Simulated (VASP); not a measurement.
## MgO (vib): vibrations by perturbation theory with LDA

Crystal: MgO (vib).

```
Mg O
1.0
     3.27340    0.00000    0.00000
    -1.63670    2.83485    0.00000
     0.00000    0.00000    4.91274
Mg O
2 2
Cartesian
  0.0000 1.8899 0.0081
  1.6367 0.9449 2.4645
  0.0000 1.8899 1.9796
  1.6367 0.9449 4.4360
```

| Quantity | Value |
| --- | --- |
| Program | VASP 6.6.1 |
| Task | vibrations by perturbation theory |
| Functional | LDA |
| Potentials or basis | VASP PAW LDA potentials, release 64 (Mg, O) |
| Cutoff | 600 eV |
| k mesh | 6 × 6 × 4 |
| Occupations | gaussian, width 0.01 eV |
| Spin | no spin polarisation |
| Dipole correction | no |
| Further INCAR settings | ALGO = Normal; EDIFF = 1e-08; NBANDS = 16; IBRION = 8; NSW = 1 |

| Item | Value |
| --- | --- |
| Electronic dielectric tensor (diagonal) | 2.94, 2.94, 3.05 |
| Born charges (mean of the diagonal) | Mg +1.82; O -1.82 e |
| Highest phonon frequency at Γ, LO-TO splitting left out | 554 cm⁻¹ |

Phonon frequencies in cm⁻¹ (negative: imaginary):
| q point | frequencies |
| --- | --- |
| (0.000, 0.000, 0.000) | 0 0 0 201 201 444 447 535 551 551 554 554 |

Electronic dielectric tensor:
```
2.94 0.00 0.00
0.00 2.94 0.00
0.00 0.00 3.05
```

Born effective charge tensors (e):
atom 1, Mg
```
1.78 0.00 0.00
0.00 1.78 0.00
0.00 0.00 1.90
```
atom 2, Mg
```
1.78 0.00 0.00
0.00 1.78 0.00
0.00 0.00 1.90
```
atom 3, O
```
-1.78  0.00  0.00
 0.00 -1.78  0.00
 0.00  0.00 -1.90
```
atom 4, O
```
-1.78  0.00  0.00
 0.00 -1.78  0.00
 0.00  0.00 -1.90
```

Run time: 3.3 min on 1 thread of Intel(R) Xeon(R) Platinum 8488C (Sapphire Rapids) (shared host), peak memory 0.33 GiB.

Caveat: the k points lie up to 0.37 Å⁻¹ apart; the cell wasn't relaxed at this level first, which shifts response properties.
